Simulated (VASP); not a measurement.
Here is a VASP 6.6.1 calculation.

File POSCAR:

```
Ir
1.0
    0.0000000000      1.9156000000      1.9156000000
    1.9156000000      0.0000000000      1.9156000000
    1.9156000000      1.9156000000      0.0000000000
Ir
1
Direct
    0.0000000000      0.0000000000      0.0000000000
```

INCAR.step1

```
  PREC = Accurate
  ENCUT = 550
  ISMEAR = -1
  SIGMA = 0.05
  LREAL = False
  LASPH = True
  NELM = 120
  NBANDS = 14
  GGA = PE
  ALGO = Normal
  EDIFF = 1E-5
  LWAVE = True
  LCHARG = False
  GGA_COMPAT = False
```

Contents of INCAR.step2:

```
  PREC = Accurate
  ENCUT = 550
  EDIFF = 1E-6
  ISMEAR = -1
  SIGMA = 0.05
  LREAL = False
  LASPH = True
  NELM = 120
  ALGO = Normal
  ISIF = 2
  LWAVE = False
  LCHARG = True
  METAGGA = R2SCAN
  LMIXTAU = True
  LELF = True
  LVHAR = True
  NBANDS = 14
  ISTART = 1
  GGA_COMPAT = False
```

Contents of KPOINTS:

```
Automatic mesh
0
Gamma
  12 12 12
```

Potentials or basis: VASP PAW PBE potentials, release 64 (Ir_sv_GW).

Launch:

```sh
$ cat potpaw_PBE.64/Ir_sv_GW/POTCAR > POTCAR
$ cp INCAR.step1 INCAR
$ mpirun -np 1 vasp_std > vasp.out
$ cp INCAR.step2 INCAR
$ mpirun -np 1 vasp_std > vasp.out
```

Task: What does it give for the pressure?

Result: 1.3 GPa.

Caveat: the PAW data sets were made with another functional, which shifts forces and pressure a little.
